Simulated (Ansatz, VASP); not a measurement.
**Two plane-wave programs on RbCl**

```xyz
2
Lattice="4.6301 0.0000 0.0000 2.3151 4.0098 0.0000 2.3151 1.3366 3.7805" Properties=species:S:1:pos:R:3 pbc="T T T"
Rb    0.0000    0.0000    0.0000
Cl    4.6301    2.6732    1.8902
```

Alike in both runs: task single point; functional PBEsol; k mesh 2 × 2 × 2; occupations fermi-dirac, width 0.01 eV; no spin polarisation.

|  | VASP | Ansatz |
| --- | --- | --- |
| version | VASP 6.6.1 | Ansatz 0.2.0 |
| potentials or method | VASP PAW PBE potentials, release 64 (Rb_sv, Cl), cutoff 500 eV | plane waves, PAW |
| valence electrons in the cell | 16 | 16 |

```tsv
	VASP	Ansatz	Ansatz less VASP
gap on the k mesh at the Fermi level (eV)	4.86	4.87	+0.004
```

VASP's potentials were made for PBE, not for PBEsol.

The k mesh is coarse, so the values compare programs but aren't converged.
